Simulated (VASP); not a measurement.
Write the native input for VASP 6.6.1 that does the following.

```
Task                   : single point
Functional             : PBE
Potentials or basis    : VASP PAW PBE potentials, release 64 (Mg, Zr_sv, C)
Cutoff                 : 520 eV
k mesh                 : 6 × 6 × 6
Occupations            : gaussian, width 0.1 eV
Spin                   : no spin polarisation
Dipole correction      : no
Further INCAR settings : ALGO = Normal; EDIFF = 1e-07; NBANDS = 16
```

The structure of MgZrC lies in POSCAR:

```
MgZrC
1.0
    4.0812740900      0.0000000000      0.0000000000
   -2.0406370500      3.5344870400      0.0000000000
    0.0000000000      0.0000000000      3.2537622800
Mg Zr C
1 1 1
Direct
    0.6666666700      0.3333333300      0.5000000000
    0.0000000000      0.0000000000      0.0000000000
    0.3333333300      0.6666666700      0.5000000000
```

One way to write it, as run:

INCAR

```
PREC = Accurate ; ENCUT = 520
EDIFF = 1E-7 ; ISMEAR = 0
SIGMA = 0.1 ; LREAL = False
LASPH = True ; NELM = 100
ALGO = Normal ; ISIF = 2
LWAVE = False ; LCHARG = False
GGA = PE ; NBANDS = 16
```

KPOINTS

```
Automatic mesh
0
Gamma
  6 6 6
```

Potentials or basis: VASP PAW PBE potentials, release 64 (Mg, Zr_sv, C).

Command:

```sh
$ cat potpaw_PBE.64/Mg/POTCAR potpaw_PBE.64/Zr_sv/POTCAR potpaw_PBE.64/C/POTCAR > POTCAR
$ mpirun -np 1 vasp_std > vasp.out
```

Results of the run:

```yaml
Pressure: -11.3 GPa
Band_gap_on_the_k_mesh: zero (band 9 reaches 7.26 eV, above the bottom of band 10 at 6.83 eV)
```

Wall time 40 s on 1 thread of AMD EPYC 7R13 (shared host), peak memory 0.17 GiB.
